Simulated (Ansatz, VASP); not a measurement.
# One calculation of Mg, two programs

The input POSCAR:

```
Mg
1.0
    3.0502998005      0.0000000000      0.0000000000
   -1.5251499003      2.6416371164      0.0000000000
    0.0000000000      0.0000000000      3.0448375700
Mg
1
Direct
    0.0000000000      0.0000000000      0.0000000000
```

INCAR.step1

```
  PREC = Accurate
  ENCUT = 520
  ISMEAR = 0
  SIGMA = 0.15
  LREAL = F
  LASPH = T
  NELM = 60
  NBANDS = 7
  GGA = PE
  ALGO = Normal
  EDIFF = 1E-4
  LWAVE = T
  LCHARG = F
```

Contents of INCAR.step2:

```
  PREC = Accurate
  ENCUT = 520
  EDIFF = 1E-7
  ISMEAR = 0
  SIGMA = 0.15
  LREAL = F
  LASPH = T
  NELM = 60
  ALGO = Normal
  ISIF = 2
  LWAVE = F
  LCHARG = T
  METAGGA = R2SCAN
  LMIXTAU = T
  LELF = T
  LVHAR = T
  NBANDS = 7
  ISTART = 1
```

The input KPOINTS:

```
Automatic mesh
0
Gamma
  21 21 18
```

Input for Ansatz:

```yaml
crystal:
  lattice:
    - [3.0502998005, 0.0, 0.0]
    - [-1.5251499003, 2.6416371164, 0.0]
    - [0.0, 0.0, 3.04483757]
  atoms:
    - { symbol: Mg, position: [0.0, 0.0, 0.0] }
basis:
  ecutwfc: 500
kpoints:
  mp_grid: { grid: [21, 21, 18] }
hamiltonian:
  xc: r2scan
scf:
  occupations: { method: gaussian, width: 0.15 }
output:
  forces: true
  stress: true
  eigenvalues: true
```

Alike in both runs: task single point; functional r2SCAN; k mesh 21 × 21 × 18; occupations gaussian, width 0.15 eV; no spin polarisation.

|  | VASP | Ansatz |
| --- | --- | --- |
| version | VASP 6.6.1 | Ansatz 0.2.0 |
| potentials or method | VASP PAW PBE potentials, release 64 (Mg), cutoff 520 eV | scalar-relativistic, plane waves, PAW |
| valence electrons in the cell | 2 | 10 |

Ansatz gave:

```
gap on the k mesh at the Fermi level (eV)                     : none
pressure (GPa)                                                : 0.6
traceless stress, the component that is largest in VASP (GPa) : -0.63
```

**Question.** Which values does VASP return?

**Answer.** gap on the k mesh at the Fermi level (eV): none; pressure (GPa): 0.4; traceless stress, the component that is largest in VASP (GPa): -0.57.

VASP's potentials were made for PBE, not for r2SCAN. A gap of «none» marks a metal or a gap that the smearing closes. VASP's potentials hold 2 valence electrons a cell and Ansatz's 10, so a difference there can come from the potentials and not from the codes.
